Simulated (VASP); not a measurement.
# Al3GaN4 (Pm) in VASP: a series of runs, part 2 of 2

VASP 6.6.1. Earlier steps stand in the parts before.

**3. Single point, r2SCAN (the distance across one plane changed)**

POSCAR reads:

```
Al3GaN4
1.0
   -5.0380822009      0.0000000000     -0.0000609628
    0.0000000000     -3.1249488261      0.0000000000
   -0.0066056855      0.0000000000     12.8207859610
Al Ga N
6 2 8
Direct
    0.4999449497      0.5000000000      0.7040486147
    0.4998450839      0.5000000000      0.2820469524
    0.9993651844      0.5000000000      0.1417933759
    0.9994650502      0.5000000000      0.5637950382
    0.9991787027      1.0000000000      0.7734212103
    0.9990788369      1.0000000000      0.3514195480
    0.5005220206      1.0000000000      0.0706027621
    0.5006218864      1.0000000000      0.4926044243
    0.8893097405      1.0000000000      0.0706502575
    0.8894096063      1.0000000000      0.4926519198
    0.8774910097      0.5000000000      0.7039968000
    0.8773911439      0.5000000000      0.2819951378
    0.3746205329      0.5000000000      0.1442321528
    0.3747203987      0.5000000000      0.5662338151
    0.3767686646      1.0000000000      0.7709821612
    0.3766687988      1.0000000000      0.3489804989
```

INCAR.step1 reads:

```
PREC = Accurate
ENCUT = 520
ISMEAR = 0
SIGMA = 0.05
LREAL = Auto
LASPH = True
NELM = 60
NBANDS = 56
GGA = PE
ALGO = Normal
EDIFF = 1E-4
LWAVE = True
LCHARG = False
```

INCAR.step2 reads:

```
PREC = Accurate
ENCUT = 520
EDIFF = 1E-6
ISMEAR = 0
SIGMA = 0.05
LREAL = Auto
LASPH = True
NELM = 60
ALGO = Normal
ISIF = 2
LWAVE = False
LCHARG = False
METAGGA = R2SCAN
LMIXTAU = True
NBANDS = 56
ISTART = 1
```

KPOINTS reads:

```
regular mesh
0
Gamma
  5 7 2
```

Potentials or basis: VASP PAW PBE potentials, release 64 (Al, Ga_d, N).

Started as:

```console
$ cat potpaw_PBE.64/Al/POTCAR potpaw_PBE.64/Ga_d/POTCAR potpaw_PBE.64/N/POTCAR > POTCAR
$ cp INCAR.step1 INCAR
$ mpirun -np 1 vasp_std > vasp.out
$ cp INCAR.step2 INCAR
$ mpirun -np 1 vasp_std > vasp.out
```

OUTCAR:

```text
PREC = Accurate
   ENCUT = 520
   EDIFF = 1E-6
   ISMEAR = 0
   LREAL = Auto
   LASPH = True
   NELM = 60
   ISIF = 2
   METAGGA = R2SCAN
   ISTART = 1

 ion  position               nearest neighbor table
   1  0.500  0.500  0.704-  14 1.88  15 1.89  15 1.89  11 1.90   5 3.09   5 3.09   4 3.09   5 3.10
                             5 3.10   4 3.10   8 3.13   8 3.13
   2  0.500  0.500  0.282-  13 1.88  16 1.89  16 1.89  12 1.90   6 3.09   6 3.09   3 3.09   6 3.10
                             6 3.10   3 3.10   8 3.12   8 3.12   7 3.13   7 3.13
   3  0.999  0.500  0.142-  13 1.89   9 1.89   9 1.89  12 1.90   2 3.09   7 3.10   7 3.10   2 3.10
                             7 3.11   7 3.11   6 3.11   6 3.11
   4  0.999  0.500  0.564-  14 1.89  10 1.89  10 1.89  11 1.90   1 3.09   8 3.10   8 3.10   1 3.10
                             8 3.11   8 3.11   5 3.11   5 3.11   6 3.14   6 3.14
   5  0.999  0.000  0.773-  11 1.90  11 1.90  15 1.90   1 3.09   1 3.09   1 3.10   1 3.10   4 3.11
                             4 3.11
   6  0.999  0.000  0.351-  10 1.89  12 1.90  12 1.90  16 1.90   2 3.09   2 3.09   8 3.09   2 3.10
                             2 3.10   3 3.11   3 3.11   8 3.11   4 3.14   4 3.14
   7  0.501  0.000  0.071-  13 1.93  13 1.93   9 1.96   3 3.10   3 3.10   3 3.11   3 3.11   2 3.13
                             2 3.13
   8  0.501  0.000  0.493-  14 1.93  14 1.93  16 1.94  10 1.96   6 3.09   4 3.10   4 3.10   4 3.11
                             4 3.11   6 3.11   2 3.12   2 3.12   1 3.13   1 3.13
   9  0.889  0.000  0.071-   3 1.89   3 1.89   7 1.96
  10  0.889  0.000  0.493-   4 1.89   4 1.89   6 1.89   8 1.96
  11  0.877  0.500  0.704-   4 1.90   5 1.90   5 1.90   1 1.90
  12  0.877  0.500  0.282-   3 1.90   6 1.90   6 1.90   2 1.90
  13  0.375  0.500  0.144-   2 1.88   3 1.89   7 1.93   7 1.93
  14  0.375  0.500  0.566-   1 1.88   4 1.89   8 1.93   8 1.93
  15  0.377  0.000  0.771-   1 1.89   1 1.89   5 1.90
  16  0.377  0.000  0.349-   2 1.89   2 1.89   6 1.90   8 1.94

  LATTYP: Found a simple monoclinic cell.
 ALAT       =     5.0380822013
 B/A-ratio  =     0.6202655497
 C/A-ratio  =     2.5447754027
 COS(beta)  =    -0.0005031320

  Lattice vectors:

 A1 = (  -5.0380822009,   0.0000000000,  -0.0000609628)
 A2 = (   0.0000000000,   3.1249488261,   0.0000000000)
 A3 = (   0.0066056855,   0.0000000000, -12.8207859610)

Analysis of symmetry for initial positions (statically):
[... 183 lines left out ...]
 non-spin polarized calculation
 Gauss-broadening in eV      SIGMA  =   0.05
  energy-cutoff  :      520.00
  volume of cell :      201.85
 maximum number of plane-waves:      5470
 NGX is ok and might be reduce to    40
   NGX = 19   NGY = 11   NGZ = 47

 number of electron      83.9999982 magnetization

 Free energy of the ion-electron system (eV)
  ---------------------------------------------------
  ext. energy  EPLUGINS =         0.00000000
  ---------------------------------------------------
  free energy    TOTEN  =      -154.23679956 eV

  energy without entropy =     -154.23679956  energy(sigma->0) =     -154.23679956

 E-fermi :   4.6599     XC(G=0): -10.6592

 val. band max:        4.4184931559   @ k =   0.0000   0.1429   0.5000
 cond. band min:       5.9767414559   @ k =   0.0000   0.0000   0.0000
 fundamental gap:      1.5582483000
 Fermi energy:         4.6598742804

 k-point     1 :       0.0000    0.0000    0.0000
  band No.  band energies     occupation
      1     -12.2714      2.00000
      2     -11.9243      2.00000
      3     -11.3170      2.00000
      4     -10.8405      2.00000
      5     -10.7520      2.00000
      6     -10.5833      2.00000
[... 1357 lines left out ...]
     53      12.8092      0.00000
     54      13.0103      0.00000
 [bands above 54 left out]

------------------------ aborting loop because EDIFF is reached ----------------------------------------

  FORCE on cell =-STRESS in cart. coord.  units (eV):
  Direction    XX          YY          ZZ          XY          YZ          ZX
  --------------------------------------------------------------------------------------
  -------------------------------------------------------------------------------------
  Total       -8.1230543     -0.9004719     -5.6643713      0.0000000      0.0000000      0.1178632
  in kB      -64.4773420     -7.1475618    -44.9613644      0.0000000      0.0000000      0.9355477
  external PRESSURE =     -38.8620894 kB  Pullay stress =       0.0000000 kB

 VOLUME and BASIS-vectors are now :
 -----------------------------------------------------------------------------
  energy-cutoff  :      520.00
  volume of cell :      201.85
      direct lattice vectors                 reciprocal lattice vectors
    -5.038082201  0.000000000 -0.000060963    -0.198488225  0.000000000 -0.000102268
     0.000000000 -3.124948826  0.000000000     0.000000000 -0.320005240  0.000000000
    -0.006605685  0.000000000 12.820785961    -0.000000944  0.000000000  0.077998338

 POSITION                                       TOTAL-FORCE (eV/Angst)
 -----------------------------------------------------------------------------------
     -2.52341     -1.56247      9.02643         1.129861      0.000000      1.753432
     -2.52012     -1.56247      3.61603        -0.427497      0.000000      0.351407
     -5.03582     -1.56247      1.81784         1.034927      0.000000     -1.554088
     -5.03911     -1.56247      7.22823        -0.432030      0.000000     -0.175200
     -5.03905      0.00000      9.91581        -1.949268      0.000000     -1.694806
     -5.03576      0.00000      4.50541         0.117634      0.000000     -0.110643
[... 8 lines left out ...]
     -1.90328      0.00000      9.88457         0.912903      0.000000     -0.160496
     -1.89999      0.00000      4.47418         0.052492      0.000000     -0.414493
 -----------------------------------------------------------------------------------
    total drift:                                0.118480      0.000000     -0.018082

  FREE ENERGIE OF THE ION-ELECTRON SYSTEM (eV)
  ---------------------------------------------------
  free  energy   TOTEN  =      -154.2367995582 eV

  energy  without entropy=     -154.2367995582  energy(sigma->0) =     -154.23679956
```

OUTCAR.step1:

```text
PREC = Accurate
   ENCUT = 520
   ISMEAR = 0
   LREAL = Auto
   LASPH = True
   NELM = 60
[... 1644 lines left out ...]
     -5.03905      0.00000      9.91581        -1.770393      0.000000     -1.390565
     -5.03576      0.00000      4.50541         0.122358      0.000000     -0.126663
[... 8 lines left out ...]
     -1.90328      0.00000      9.88457         0.793205      0.000000      0.023638
     -1.89999      0.00000      4.47418         0.060333      0.000000     -0.409644
 -----------------------------------------------------------------------------------
    total drift:                                0.008554      0.000000     -0.009605

  FREE ENERGIE OF THE ION-ELECTRON SYSTEM (eV)
  ---------------------------------------------------
  free  energy   TOTEN  =      -109.2340902410 eV

  energy  without entropy=     -109.2340902410  energy(sigma->0) =     -109.23409024
```

OSZICAR.step1:

```text
N       E                     dE             d eps       ncg     rms          rms(c)
DAV:   1     0.835302552574E+03    0.83530E+03   -0.36010E+04  3024   0.179E+03
DAV:   2     0.353458811317E+02   -0.79996E+03   -0.73936E+03  3120   0.536E+02
DAV:   3    -0.118833326336E+03   -0.15418E+03   -0.14983E+03  3072   0.177E+02
DAV:   4    -0.130529948782E+03   -0.11697E+02   -0.11615E+02  3904   0.550E+01
DAV:   5    -0.130747021451E+03   -0.21707E+00   -0.21626E+00  3408   0.737E+00    0.245E+01
DAV:   6    -0.109252159355E+03    0.21495E+02   -0.81186E+01  4448   0.597E+01    0.819E+00
DAV:   7    -0.109385559706E+03   -0.13340E+00   -0.67510E+00  3128   0.127E+01    0.590E+00
DAV:   8    -0.109242365407E+03    0.14319E+00   -0.10156E+00  3920   0.744E+00    0.149E+00
DAV:   9    -0.109229960964E+03    0.12404E-01   -0.18636E-01  4144   0.481E+00    0.627E-01
DAV:  10    -0.109231547528E+03   -0.15866E-02   -0.34460E-02  3640   0.130E+00    0.321E-01
DAV:  11    -0.109233468648E+03   -0.19211E-02   -0.92960E-03  3408   0.801E-01    0.127E-01
DAV:  12    -0.109233864795E+03   -0.39615E-03   -0.17403E-03  3504   0.396E-01    0.488E-02
DAV:  13    -0.109234026594E+03   -0.16180E-03   -0.49309E-04  3152   0.158E-01    0.323E-02
DAV:  14    -0.109234090241E+03   -0.63647E-04   -0.11255E-04  2216   0.655E-02
   1 F= -.10923409E+03 E0= -.10923409E+03  d E =-.399314E-11
```

Wall time 27 min (1 thread of Oxide Virtual Turin-like, shared host); peak memory 0.38 GiB.

What came out:

| Property | Result |
| --- | --- |
| Free energy | -154.2368 eV |
| Pressure | -3.9 GPa |
| Largest force | 2.583 eV/Å |
| Band gap on the k mesh | 1.56 eV (least direct gap 1.64 eV) |

Forces in eV/Å, atoms in the order of the input:
```
Al   1.130  0.000  1.753
Al  -0.427  0.000  0.351
Al   1.035  0.000 -1.554
Al  -0.432  0.000 -0.175
Al  -1.949  0.000 -1.695
Al   0.118  0.000 -0.111
Ga  -1.945  0.000  1.056
Ga   0.130  0.000  0.203
N    0.854  0.000  0.381
N   -0.057  0.000  0.227
N    0.274  0.000  1.239
N   -0.070  0.000  0.471
N    0.447  0.000 -1.090
N   -0.073  0.000 -0.483
N    0.913  0.000 -0.160
N    0.052  0.000 -0.414
```

Stress tensor (GPa, compression positive):
```
-6.45  0.00  0.09
 0.00 -0.71  0.00
 0.09  0.00 -4.50
```

Caveat: the cell differs from its parent crystal (the distance across one plane changed); the stress differs along the axes, from -6 to -1 GPa; the PAW data sets were made with another functional, which shifts forces and pressure a little. A k mesh can miss the band edges.
